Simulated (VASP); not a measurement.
Set up this calculation in VASP 6.6.1, as the native input.

```yaml
Task: single point
Functional: PBEsol
Potentials_or_basis: VASP PAW PBE potentials, release 64 (Au)
Cutoff: 520 eV
k_mesh: 20 × 20 × 20
Occupations: gaussian, width 0.15 eV
Spin: no spin polarisation
Dipole_correction: no
Further_INCAR_settings: ALGO = Fast; EDIFF = 1e-06; NBANDS = 12
```

The structure of Au lies in POSCAR:

```
Au
1.0
   -1.6075509300      1.6075509300      1.6075509300
    1.6075509300     -1.6075509300      1.6075509300
    1.6075509300      1.6075509300     -1.6075509300
Au
1
Direct
    0.0000000000      0.0000000000      0.0000000000
```

This cell differs from its parent crystal: strain -0.030 along x and y, -0.030 along z.

The input as run:

INCAR

```
PREC = Accurate
ENCUT = 520
EDIFF = 1E-6
ISMEAR = 0
SIGMA = 0.15
LREAL = F
LASPH = T
NELM = 100
ALGO = Fast
ISIF = 2
LWAVE = F
LCHARG = F
GGA = PS
NBANDS = 12
```

KPOINTS

```
regular mesh
0
Gamma
  20 20 20
```

Potentials or basis: VASP PAW PBE potentials, release 64 (Au).

The run is started by

```console
$ cat potpaw_PBE.64/Au/POTCAR > POTCAR
$ mpirun -np 1 vasp_std > vasp.out
```

It gave:

```
Pressure : 4.5 GPa
```

Caveat: the cell differs from its parent crystal (strain -0.030 along x and y, -0.030 along z); the PAW data sets were made with another functional, which shifts forces and pressure a little.

It took 25 s on 1 thread of Intel(R) Xeon(R) Platinum 8488C (Sapphire Rapids), with other jobs on the host, peak memory 0.18 GiB.
